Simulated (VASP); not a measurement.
# AlNi (P4/mmm) in VASP: notebook

Runs on AlNi. Level: LDA. Tasks: single point, relaxation of shape and atoms at fixed volume, relaxation of cell and atoms.

All numbers are computed with VASP 6.6.1; they aren't measurements. Logs are shortened: lines on timing, memory, paths and dates and some standing lists are left out, and cuts for length are marked.

**1. The cell of the first run**

Symmetry: P4/mmm, No. 123, tetragonal system. Conventional cell: a = 2.829 Å, b = 2.829 Å, c = 2.840 Å, α = 90.00°, β = 90.00°, γ = 90.00°. Within 3.2 Å of Al (site symmetry 4/mmm) lie 8 Ni at 2.45 Å and 6 Al at 2.83 to 2.84 Å. Ni (site symmetry 4/mmm) has 8 Al at 2.45 Å and 6 Ni at 2.83 to 2.84 Å within 3.2 Å.

**2. Single point, LDA**

File INCAR:

```
SYSTEM = AlNi
ALGO = Fast ; EDIFF = 1E-6
ENCUT = 520 ; ISIF = 2
ISMEAR = 0 ; LASPH = .True.
LCHARG = .False. ; LREAL = .False.
LWAVE = .False. ; NBANDS = 14
NELM = 100 ; PREC = Accurate
SIGMA = 0.1
```

File KPOINTS:

```
k-points
0
Gamma
  16 16 14
  0 0 0
```

File POSCAR:

```
AlNi
1.0
    2.0002936820     -2.0003215684      0.0000000000
    2.0002936820      2.0003215684      0.0000000000
    0.0000000000      0.0000000000      2.8396417508
Al Ni
1 1
Direct
    0.0000000000      0.0000000000      0.0000000000
    0.5000000000      0.5000000000      0.5000000000
```

Potentials or basis: VASP PAW LDA potentials, release 64 (Al, Ni).

The run is started by

```sh
> cat potpaw_LDA.64/Al/POTCAR potpaw_LDA.64/Ni/POTCAR > POTCAR
> mpirun -np 1 vasp_std > vasp.out
```

OUTCAR:

```text
SYSTEM = AlNi
   EDIFF = 1E-6
   ENCUT = 520
   ISIF = 2
   ISMEAR = 0
   LASPH = .True.
   LREAL = .False.
   NELM = 100
   PREC = Accurate

 ion  position               nearest neighbor table
   1  0.000  0.000  0.000-   2 2.45   2 2.45   2 2.45   2 2.45   2 2.45   2 2.45   2 2.45   2 2.45

   2  0.500  0.500  0.500-   1 2.45   1 2.45   1 2.45   1 2.45   1 2.45   1 2.45   1 2.45   1 2.45

  LATTYP: Found a base centered orthorhombic cell.
 ALAT       =     4.0005873640
 B/A-ratio  =     1.0000139412
 C/A-ratio  =     0.7098062090

  Lattice vectors:

 A1 = (   2.0002936820,  -2.0003215684,   0.0000000000)
 A2 = (   2.0002936820,   2.0003215684,   0.0000000000)
 A3 = (   0.0000000000,   0.0000000000,   2.8396417508)

Analysis of symmetry for initial positions (statically):
=====================================================================
 Subroutine PRICEL returns:
 Original cell was already a primitive cell.

 Routine SETGRP: Setting up the symmetry group for a
 base centered orthorhombic supercell.

 Subroutine GETGRP returns: Found  8 space group operations
 (whereof  8 operations were pure point group operations)
 out of a pool of  8 trial point group operations.

The static configuration has the point symmetry D_2h.

Analysis of symmetry for dynamics (positions and initial velocities):
=====================================================================
 Subroutine PRICEL returns:
 Original cell was already a primitive cell.

 Routine SETGRP: Setting up the symmetry group for a
 base centered orthorhombic supercell.

 Subroutine GETGRP returns: Found  8 space group operations
 (whereof  8 operations were pure point group operations)
 out of a pool of  8 trial point group operations.

The dynamic configuration has the point symmetry D_2h.

 Subroutine INISYM returns: Found  8 space group operations
 (whereof  8 operations are pure point group operations),
 and found     1 'primitive' translations

----------------------------------------------------------------------------------------

                                     Primitive cell

  volume of cell :      22.7241

  direct lattice vectors                    reciprocal lattice vectors
     2.000293682 -2.000321568  0.000000000     0.249963295 -0.249959810  0.000000000
     2.000293682  2.000321568  0.000000000     0.249963295  0.249959810  0.000000000
     0.000000000  0.000000000  2.839641751     0.000000000  0.000000000  0.352157099

  length of vectors
     2.828862173  2.828862173  2.839641751     0.353499018  0.353499018  0.352157099

  position of ions in fractional coordinates (direct lattice)
     0.000000000  0.000000000  0.000000000
     0.500000000  0.500000000  0.500000000

  ion indices of the primitive-cell ions
   primitive index   ion index
                 1           1
                 2           2

----------------------------------------------------------------------------------------

 KPOINTS: k-points

Automatic generation of k-mesh.
 Grid dimensions read from file:
 generate k-points for:   16   16   14

 Generating k-lattice:

  Cartesian coordinates                     Fractional coordinates (reciprocal lattice)
     0.015622706 -0.015622488  0.000000000     0.062500000  0.000000000  0.000000000
     0.015622706  0.015622488  0.000000000     0.000000000  0.062500000  0.000000000
     0.000000000  0.000000000  0.025154078     0.000000000  0.000000000  0.071428571

  Length of vectors
     0.022093689  0.022093689  0.025154078

  Shift w.r.t. Gamma in fractional coordinates (k-lattice)
     0.000000000  0.000000000  0.000000000

 Subroutine IBZKPT returns following result:
 ===========================================

 Found    584 irreducible k-points:

 Following reciprocal coordinates:
            Coordinates               Weight
  0.000000  0.000000  0.000000      1.000000
  0.062500  0.000000  0.000000      4.000000
  0.125000  0.000000  0.000000      4.000000
  0.187500  0.000000  0.000000      4.000000
  0.250000  0.000000  0.000000      4.000000
  0.312500  0.000000  0.000000      4.000000
[... 16 lines left out ...]
 -0.125000  0.062500  0.000000      4.000000
 -0.062500  0.062500  0.000000      2.000000
 [... further k-points ...]
   k-points           NKPTS =    584   k-points in BZ     NKDIM =    584   number of bands    NBANDS=     14
   number of dos      NEDOS =    301   number of ions     NIONS =      2
   total plane-waves  NPLWV =  13824
   dimension x,y,z NGX =    24 NGY =   24 NGZ =   24
   dimension x,y,z NGXF=    48 NGYF=   48 NGZF=   48
   ions per type =               1   1
   NGX,Y,Z   is equivalent  to a cutoff of  14.10, 14.10, 14.05 a.u.
   NGXF,Y,Z  is equivalent  to a cutoff of  28.21, 28.21, 28.10 a.u.
 SYSTEM =  AlNi
   PREC   = accura    normal or accurate (medium, high low for compatibility)
   ISTART =      0    job   : 0-new  1-cont  2-samecut
   ICHARG =      2    charge: 1-file 2-atom 10-const
   ISPIN  =      1    spin polarized calculation?
   LNONCOLLINEAR =      F non collinear calculations
   LSORBIT =      F    spin-orbit coupling
   LASPH  =      T    aspherical Exc in radial PAW
   ENCUT  =  520.0 eV  38.22 Ry    6.18 a.u.   5.26  5.26  5.28*2*pi/ulx,y,z
   NELM   =    100;   NELMIN=  2; NELMDL= -5     # of ELM steps
   EDIFF  = 0.1E-05   stopping-criterion for ELM
   LREAL  =      F    real-space projection
   EDIFFG = 0.1E-04   stopping-criterion for IOM
   NSW    =      0    number of steps for IOM
   IBRION =     -1    ionic relax: 0-MD 1-quasi-New 2-CG
   NFREE  =      0    steps in history (QN), initial steepest desc. (CG)
   ISIF   =      2    stress and relaxation
   ISYM   =      2    0-nonsym 1-usesym 2-fastsym
   POTIM  = 0.5000    time-step for ionic-motion
   TEBEG  =    0.0;   TEEND  =   0.0 temperature during run
   PSTRESS=    0.0 pullay stress
   NELECT =      13.0000    total number of electrons
   NUPDOWN=      -1.0000    fix difference up-down
   EMIN   =  10.00;   EMAX   =-10.00  energy-range for DOS
   EFERMI =   0.00;   METHOD = LEGACY
   ISMEAR =     0;   SIGMA  =   0.10  broadening in eV -4-tet -1-fermi 0-gaus
   EFERMI_NEDOS =   21; number of points for ismear=-14 and -15
   IALGO  =     68    algorithm
   IMIX   =      4    mixing-type and parameters
     AMIX     =   0.40;   BMIX     =  1.00
     AMIX_MAG =   1.60;   BMIX_MAG =  1.00
  volume/ion in A,a.u.               =      11.36        76.67
  Fermi-wavevector in a.u.,A,eV,Ry     =   1.359023  2.568182 25.129203  1.846944
  Thomas-Fermi vector in A             =   2.485807
   LORBIT       =      0    0 simple, 1 ext, 2 COOP (PROOUT), +10 PAW based schemes
   GGA     = CA    functional components
   LHFCALC =     F    Hartree Fock is set to
   AEXX    =    0.0000 exact exchange contribution
   IVDW    =     0    specifies the selected vdW correction
   LEPSILON=     F    determine dielectric tensor
   LRPA    =     F    only Hartree local field effects (RPA)
 non-spin polarized calculation
 RMM-DIIS sequential band-by-band and
 Gauss-broadening in eV      SIGMA  =   0.10
  energy-cutoff  :      520.00
  volume of cell :       22.72
 maximum number of plane-waves:       627
 NGX is ok and might be reduce to    24
   NGX = 11   NGY = 11   NGZ = 11

 number of electron      12.9999994 magnetization

 Free energy of the ion-electron system (eV)
  ---------------------------------------------------
  ext. energy  EPLUGINS =         0.00000000
  ---------------------------------------------------
  free energy    TOTEN  =       -12.19886495 eV

  energy without entropy =      -12.19547902  energy(sigma->0) =      -12.19717198

 E-fermi :  10.4305     XC(G=0): -12.5504

 val. band max:       10.4143881225   @ k =  -0.2500   0.0625   0.3571
 cond. band min:      10.4447901383   @ k =  -0.4375   0.3125   0.5000
 fundamental gap:      0.0304020158
 Fermi energy:        10.4304586331

 k-point     1 :       0.0000    0.0000    0.0000
  band No.  band energies     occupation
      1      -1.0200      2.00000
      2       6.9433      2.00000
      3       6.9441      2.00000
      4       8.7660      2.00000
      5       8.7661      2.00000
      6       8.7758      2.00000
      7      16.0340      0.00000
      8      16.1741      0.00000
      9      16.1742      0.00000
     10      18.8120      0.00000
     11      18.8425      0.00000
     12      24.9358      0.00000
     13      31.8106      0.00000
     14      31.8590      0.00000

 k-point     2 :       0.0625    0.0000    0.0000
  band No.  band energies     occupation
      1      -0.9452      2.00000
      2       6.9410      2.00000
      3       6.9617      2.00000
      4       8.7317      2.00000
      5       8.7421      2.00000
      6       8.7698      2.00000
      7      15.3625      0.00000
      8      16.1333      0.00000
      9      16.2728      0.00000
     10      18.8205      0.00000
     11      19.5750      0.00000
     12      25.1893      0.00000
     13      30.9473      0.00000
     14      31.0473      0.00000

 k-point     3 :       0.1250    0.0000    0.0000
  band No.  band energies     occupation
      1      -0.7219      2.00000
      2       6.9184      2.00000
      3       7.0141      2.00000
      4       8.6368      2.00000
      5       8.6490      2.00000
      6       8.7803      2.00000
      7      13.9449      0.00000
      8      16.4234      0.00000
      9      16.5610      0.00000
     10      18.8245      0.00000
     11      20.7463      0.00000
     12      25.9880      0.00000
     13      29.4324      0.00000
     14      29.5402      0.00000
[... 324 lines left out ...]
 k-point    23 :      -0.1250    0.0625    0.0000
  band No.  band energies     occupation
      1      -0.6479      2.00000
      2       6.9360      2.00000
      3       7.0168      2.00000
      4       8.6094      2.00000
      5       8.6391      2.00000
      6       8.7489      2.00000
      7      14.0016      0.00000
      8      15.7587      0.00000
      9      16.5209      0.00000
     10      19.3318      0.00000
     11      21.0745      0.00000
     12      26.1712      0.00000
     13      28.6202      0.00000
     14      29.4703      0.00000

 k-point    24 :      -0.0625    0.0625    0.0000
  band No.  band energies     occupation
      1      -0.8707      2.00000
      2       6.9505      2.00000
      3       6.9687      2.00000
      4       8.7068      2.00000
      5       8.7272      2.00000
      6       8.7440      2.00000
      7      15.2867      0.00000
      8      15.6322      0.00000
      9      16.2321      0.00000
     10      19.1892      0.00000
     11      19.9677      0.00000
     12      25.4244      0.00000
     13      30.1404      0.00000
     14      30.9312      0.00000

 [... further k-points ...]
[... 5 lines left out ...]
  --------------------------------------------------------------------------------------
  -------------------------------------------------------------------------------------
  Total        0.0429854      0.0424512      0.0436915     -0.0000000      0.0000000      0.0000000
  in kB        3.0307070      2.9930452      3.0804925     -0.0000000      0.0000000      0.0000000
  external PRESSURE =       3.0347482 kB  Pullay stress =       0.0000000 kB

 VOLUME and BASIS-vectors are now :
 -----------------------------------------------------------------------------
  energy-cutoff  :      520.00
  volume of cell :       22.72
      direct lattice vectors                 reciprocal lattice vectors
     2.000293682 -2.000321568  0.000000000     0.249963295 -0.249959810  0.000000000
     2.000293682  2.000321568  0.000000000     0.249963295  0.249959810  0.000000000
     0.000000000  0.000000000  2.839641751     0.000000000  0.000000000  0.352157099

 POSITION                                       TOTAL-FORCE (eV/Angst)
 -----------------------------------------------------------------------------------
      0.00000      0.00000      0.00000         0.000000      0.000000      0.000000
      2.00029      0.00000      1.41982         0.000000      0.000000      0.000000
 -----------------------------------------------------------------------------------
    total drift:                                0.000000     -0.000000     -0.000000

  FREE ENERGIE OF THE ION-ELECTRON SYSTEM (eV)
  ---------------------------------------------------
  free  energy   TOTEN  =       -12.1988649465 eV

  energy  without entropy=      -12.1954790190  energy(sigma->0) =      -12.19717198
```

It took 5.2 min on 1 thread of AMD EPYC 7R13, shared host; peak memory 0.26 GiB.

What came out:

| Item | Value |
| --- | --- |
| Free energy | -12.1989 eV |
| Pressure | 0.3 GPa |

Spin polarisation is off, so any magnetic state and its effect on volume and gap are missing.

**3. Relaxation of shape and atoms at fixed volume, LDA (volume scaled by 0.98)**

File INCAR:

```
SYSTEM = AlNi
ALGO     = Fast           ! electronic algorithm
EDIFF    = 1E-6           ! SCF threshold, eV
EDIFFG   = -0.001         ! ionic threshold
ENCUT    = 600            ! plane-wave cutoff, eV
IBRION   = 2              ! ionic algorithm
ISIF     = 4              ! what is computed and relaxed
ISMEAR   = -1             ! smearing method
LASPH    = .True.         ! aspherical terms in the spheres
LCHARG   = .False.        ! write CHGCAR
LREAL    = .False.        ! projectors in reciprocal space
LWAVE    = .False.        ! write WAVECAR
NELM     = 80             ! most SCF steps
NSW      = 80             ! ionic steps
PREC     = Accurate       ! precision mode
SIGMA    = 0.15           ! smearing width, eV
```

KPOINTS is that of step 2.

File POSCAR:

```
AlNi
1.0
    1.9894231407     -1.9894219823      0.0000000000
    1.9894231407      1.9894219823      0.0000000000
    0.0000000000      0.0000000000      2.8161051191
Al Ni
1 1
Direct
    0.0000000000      0.0000000000      0.0000000000
    0.5000000000      0.5000000000      0.5000000000
```

Potentials or basis: VASP PAW LDA potentials, release 64 (Al, Ni).

The run is started by

```sh
> cat potpaw_LDA.64/Al/POTCAR potpaw_LDA.64/Ni/POTCAR > POTCAR
> mpirun -np 1 vasp_std > vasp.out
```

Wall time 2.6 min (1 thread of AMD EPYC 7R13, shared host); peak memory 0.2 GiB.

Results (log left out):

```
Free energy             : -12.2193 eV
Pressure after relaxing : 4.0 GPa
```

Final structure:
```cif
data_structure
_symmetry_space_group_name_H-M 'P 1'
_symmetry_Int_Tables_number 1
_cell_length_a 2.8135
_cell_length_b 2.8135
_cell_length_c 2.8161
_cell_angle_alpha 90.000
_cell_angle_beta 90.000
_cell_angle_gamma 90.000
_cell_volume 22.29
loop_
_atom_site_label
_atom_site_type_symbol
_atom_site_fract_x
_atom_site_fract_y
_atom_site_fract_z
_atom_site_occupancy
Al1 Al 0.00000 0.00000 0.00000 1
Ni1 Ni 0.50000 0.50000 0.50000 1
```

Levels at points of the mesh, in eV from the Fermi level:
| k point | band 3 | band 4 | band 5 | band 6 | band 7 | band 8 | band 9 | band 10 |
| --- | --- | --- | --- | --- | --- | --- | --- | --- |
| (0.00, 0.00, 0.00) | -3.63 | -1.75 | -1.75 | -1.75 | 5.73 | 5.76 | 5.76 | 8.43 |
| (0.50, 0.00, 0.00) | -3.11 | -2.52 | -2.52 | -1.65 | -0.74 | 8.42 | 10.29 | 10.32 |
| (0.50, 0.50, 0.00) | -3.04 | -3.04 | -2.35 | -2.35 | -1.16 | 1.57 | 2.80 | 12.89 |
| (0.00, 0.00, 0.50) | -3.11 | -2.52 | -2.52 | -1.65 | -0.74 | 8.42 | 10.32 | 10.40 |
| (0.50, 0.00, 0.50) | -3.05 | -3.04 | -2.34 | -2.34 | -1.16 | 1.56 | 2.79 | 12.92 |
| (0.50, 0.50, 0.50) | -4.49 | -1.13 | -1.13 | 1.95 | 1.95 | 1.95 | 4.22 | 4.78 |

Caveat: the relaxation stopped at its first step, so nothing moved.

[end of part 1 of 2]
